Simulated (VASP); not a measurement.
# MgO (lda) (Fm-3m) in VASP: a series of runs, part 2 of 2

VASP 6.6.1.

### Step 5. Single point, LDA

This run uses another cell than the first one, of 9.00 Å³/atom, 0.964 times its volume.

Input file INCAR:

```
  ALGO = Normal
  EDIFF = 1E-6
  ENCUT = 600
  GGA = CA
  GGA_COMPAT = False
  ISIF = 2
  ISMEAR = 0
  LASPH = True
  LCHARG = False
  LREAL = False
  LWAVE = False
  NBANDS = 11
  NELM = 120
  PREC = Accurate
  SIGMA = 0.01
```

Input file KPOINTS:

```
k-points
0
Gamma
  8 8 8
```

Input file POSCAR:

```
MgO
1.0
    0.0000000000      2.0803270553      2.0803270553
    2.0803270553      0.0000000000      2.0803270553
    2.0803270553      2.0803270553      0.0000000000
Mg O
1 1
Direct
    0.0000000000      0.0000000000      0.0000000000
    0.5000000000      0.5000000000      0.5000000000
```

Potentials or basis: VASP PAW LDA potentials, release 64 (Mg, O).

On the command line:

```
$ cat potpaw_LDA.64/Mg/POTCAR potpaw_LDA.64/O/POTCAR > POTCAR
$ mpirun -np 1 vasp_std > vasp.out
```

OUTCAR:

```text
EDIFF = 1E-6
   ENCUT = 600
   GGA = CA
   ISIF = 2
   ISMEAR = 0
   LASPH = True
   LREAL = False
   NELM = 120
   PREC = Accurate

 ion  position               nearest neighbor table
   1  0.000  0.000  0.000-   2 2.08   2 2.08   2 2.08   2 2.08   2 2.08   2 2.08
   2  0.500  0.500  0.500-   1 2.08   1 2.08   1 2.08   1 2.08   1 2.08   1 2.08

  LATTYP: Found a face centered cubic cell.
 ALAT       =     4.1606541106

  Lattice vectors:

 A1 = (   0.0000000000,   2.0803270553,   2.0803270553)
[... 522 lines left out ...]
------------------------ aborting loop because EDIFF is reached ----------------------------------------

  FORCE on cell =-STRESS in cart. coord.  units (eV):
  Direction    XX          YY          ZZ          XY          YZ          ZX
  --------------------------------------------------------------------------------------
  -------------------------------------------------------------------------------------
  Total       -0.2403255     -0.2403255     -0.2403255     -0.0000000     -0.0000000      0.0000000
  in kB      -21.3838304    -21.3838304    -21.3838304     -0.0000000     -0.0000000      0.0000000
  external PRESSURE =     -21.3838304 kB  Pullay stress =       0.0000000 kB

 VOLUME and BASIS-vectors are now :
 -----------------------------------------------------------------------------
  energy-cutoff  :      600.00
  volume of cell :       18.01
      direct lattice vectors                 reciprocal lattice vectors
     0.000000000  2.080327055  2.080327055    -0.240346824  0.240346824  0.240346824
     2.080327055  0.000000000  2.080327055     0.240346824 -0.240346824  0.240346824
     2.080327055  2.080327055  0.000000000     0.240346824  0.240346824 -0.240346824

 POSITION                                       TOTAL-FORCE (eV/Angst)
 -----------------------------------------------------------------------------------
      0.00000      0.00000      0.00000        -0.000000     -0.000000     -0.000000
      2.08033      2.08033      2.08033         0.000000      0.000000      0.000000
 -----------------------------------------------------------------------------------
    total drift:                               -0.000000     -0.000000      0.000000

  FREE ENERGIE OF THE ION-ELECTRON SYSTEM (eV)
  ---------------------------------------------------
  free  energy   TOTEN  =       -13.4479807923 eV

  energy  without entropy=      -13.4479807923  energy(sigma->0) =      -13.44798079
```

stdout:

```text
POSCAR found type information on POSCAR MgO
 POSCAR found :  2 types and       2 ions
 scaLAPACK will be used
 LDA part: xc-table for (Slater(with rela. corr.)+CA(PZ))
 , standard interpolation
 POSCAR, INCAR and KPOINTS ok, starting setup
 FFT: planning ... GRIDC
 FFT: planning ... GRID_SOFT
 FFT: planning ... GRID
 WAVECAR not read
 entering main loop
```

Run time: 2.4 s. Hardware: 1 thread of Intel Xeon 6975P-C (Granite Rapids), shared host; peak memory 0.13 GiB.

What came out:

```yaml
Free_energy: -13.4480 eV
Pressure: -2.1 GPa
Band_gap_on_the_k_mesh: 5.03 eV, direct
```

Levels at points of the mesh, in eV from the valence-band top:
```tsv
k point	band 2	band 3	band 4	band 5	band 6	band 7
(0.00, 0.00, 0.00)	0.00	0.00	0.00	5.03	15.73	15.73
(0.50, 0.00, 0.00)	-4.87	-0.71	-0.71	7.97	12.82	16.38
(0.50, 0.50, 0.00)	-4.31	-1.43	-1.43	8.93	10.11	13.28
```

### Step 6. Relaxation of cell and atoms, LDA

Input file INCAR:

```
SYSTEM = MgO
ALGO     = Normal         ! electronic algorithm
EDIFF    = 1E-7           ! SCF threshold, eV
EDIFFG   = -0.002         ! ionic threshold
ENCUT    = 600            ! plane-wave cutoff, eV
GGA      = CA             ! functional
GGA_COMPAT= .False.      
IBRION   = 2              ! ionic algorithm
ISIF     = 3              ! what is computed and relaxed
ISMEAR   = 0              ! smearing method
LASPH    = .True.         ! aspherical terms in the spheres
LCHARG   = .False.        ! write CHGCAR
LREAL    = .False.        ! projectors in reciprocal space
LWAVE    = .False.        ! write WAVECAR
NELM     = 120            ! most SCF steps
NELMIN   = 4            
NSW      = 100            ! ionic steps
PREC     = Accurate       ! precision mode
SIGMA    = 0.02           ! smearing width, eV
```

Input file KPOINTS:

```
k-points
0
Gamma
  8 8 8
  0 0 0
```

Input file POSCAR:

```
MgO
1.0
    0.0000000000      2.1060000000      2.1060000000
    2.1060000000      0.0000000000      2.1060000000
    2.1060000000      2.1060000000      0.0000000000
Mg O
1 1
Direct
    0.0000000000      0.0000000000      0.0000000000
    0.5000000000      0.5000000000      0.5000000000
```

Potentials or basis: VASP PAW LDA potentials, release 64 (Mg, O).

On the command line:

```
$ cat potpaw_LDA.64/Mg/POTCAR potpaw_LDA.64/O/POTCAR > POTCAR
$ mpirun -np 1 vasp_std > vasp.out
```

It took 4.1 s on 1 thread of Intel Xeon 6975P-C (Granite Rapids), shared host; peak memory 0.14 GiB.

The run converged. Its results:

- Free energy: -13.4513 eV
- Relaxed volume: 8.89 Å³/atom
- Relaxed cell: a = 2.930 Å, b = 2.930 Å, c = 2.930 Å, α = 60.00°, β = 60.00°, γ = 60.00°
- Space group after relaxing (to 0.05 Å): Fm-3m (No. 225)
- Energy gained by relaxing: 11.6 meV/atom
- Ionic steps: 3
- Pressure after relaxing: 0.0 GPa
- Band gap on the k mesh: 5.15 eV, direct

The path:
```tsv
step	energy change (eV)	largest force (eV/Å)	pressure (GPa)	volume (Å³)
1	0.0000	0.0000	-7.96	18.68
2	-0.0198	0.0000	3.49	17.45
3	-0.0233	0.0000	0.01	17.78
```

Final structure:
```
Mg O
1.0
     0.00000    2.07168    2.07168
     2.07168    0.00000    2.07168
     2.07168    2.07168    0.00000
Mg O
1 1
Direct
  0.00000 0.00000 0.00000
  0.50000 0.50000 0.50000
```

Levels at points of the mesh, in eV from the valence-band top:
```
           k point  band 1  band 2  band 3  band 4  band 5  band 6  band 7  band 8
(0.00, 0.00, 0.00)  -17.27    0.00    0.00    0.00    5.15   15.80   15.80   15.80
(0.50, 0.00, 0.00)  -15.78   -4.92   -0.72   -0.72    8.05   12.96   16.51   16.51
(0.50, 0.50, 0.00)  -15.49   -4.36   -1.44   -1.44    8.94   10.25   13.42   19.39
```

### Step 7. Summary

| task | cell | smearing | gap on the mesh (eV) | pressure (GPa) |
| --- | --- | --- | --- | --- |
| single point | a = 2.978 Å, angles 60.0°, 2 atoms | gaussian 0.1 eV | 4.66 | -8.0 |
| single point | a = 2.942 Å, angles 60.0°, 2 atoms | gaussian 0.02 eV | 5.03 | -2.1 |
| single point | a = 2.942 Å, angles 60.0°, 2 atoms | gaussian 0.01 eV | 5.03 | -2.1 |
| relaxation of cell and atoms | relaxed from a = 2.978 Å, angles 60.0°, 2 atoms | gaussian 0.02 eV | 5.15 | 0.0 |

Alike in all rows: level LDA; potentials or basis VASP PAW LDA potentials, release 64 (Mg, O); no spin polarisation; k mesh 8 × 8 × 8; cutoff (eV) 600.

Absolute energies hang on the potentials; compare differences alone.
